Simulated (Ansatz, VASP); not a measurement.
Two plane-wave programs on GaGe

```
Ge Ga
1.0
     0.00000    2.89784    2.89784
     2.89784    0.00000    2.89784
     2.89784    2.89784    0.00000
Ge Ga
1 1
Direct
  0.00000 0.00000 0.00000
  0.25000 0.25000 0.25000
```

Alike in both runs: task single point; functional PBE-based global hybrid; k mesh 5 × 5 × 5; occupations fermi-dirac, width 0.05 eV; no spin polarisation.

```csv
,VASP,Ansatz
version,VASP 6.6.1,Ansatz 0.2.0
potentials or method,"VASP PAW PBE potentials, release 64 (Ge_d, Ga_d)",Ansatz PAW
plane-wave cutoff (eV),520,420
valence electrons in the cell,27,27
```

|  | VASP | Ansatz | Ansatz less VASP |
| --- | --- | --- | --- |
| gap on the k mesh at the Fermi level (eV) | none | none | - |
| pressure (GPa) | -2.3 | -2.3 | -0.01 |

VASP's potentials were made for PBE, not for PBE-based global hybrid. A gap of «none» marks a metal or a gap that the smearing closes.

The k mesh is coarse, so the values compare programs but aren't converged.
